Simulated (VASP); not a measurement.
Wanted: the native input for a VASP 6.6.1 run.

| Item | Value |
| --- | --- |
| Task | single point |
| Functional | PBE |
| Potentials or basis | VASP PAW PBE potentials, release 64 (Be) |
| Cutoff | 600 eV |
| k mesh | 2 × 2 × 2 |
| Occupations | fermi-dirac, width 0.1 eV |
| Spin | no spin polarisation |
| Dipole correction | no |
| Further INCAR settings | ALGO = Normal; EDIFF = 1e-06; NBANDS = 12 |

The structure of Be lies in POSCAR:

```
Be
1.0
    3.1580501700      0.0000000000      0.0000000000
    0.0000000000      3.1580501700      0.0000000000
    0.0000000000      0.0000000000      3.1580501700
Be
4
Direct
    0.5000000000      0.5000000000      0.0000000000
    0.0000000000      0.0000000000      0.0000000000
    0.5000000000      0.0000000000      0.5000000000
    0.0000000000      0.5000000000      0.5000000000
```

One way to write it, as run:

INCAR

```
PREC = Accurate
ENCUT = 600
EDIFF = 1E-6
ISMEAR = -1
SIGMA = 0.1
LREAL = F
LASPH = T
NELM = 120
ALGO = Normal
ISIF = 2
LWAVE = F
LCHARG = F
GGA = PE
NBANDS = 12
GGA_COMPAT = F
```

KPOINTS

```
regular mesh
0
Gamma
  2 2 2
```

Potentials or basis: VASP PAW PBE potentials, release 64 (Be).

Command:

```bash
$ cat potpaw_PBE.64/Be/POTCAR > POTCAR
$ mpirun -np 1 vasp_std > vasp.out
```

It gave:

* Pressure: 21.8 GPa
* Band gap on the k mesh: zero (band 4 reaches 8.52 eV, above the bottom of band 5 at 7.57 eV)

Caveat: the k points lie up to 0.99 Å⁻¹ apart.

Wall time 5.5 s on 1 thread of Intel Xeon 8259CL, with other jobs on the host, peak memory 0.14 GiB.
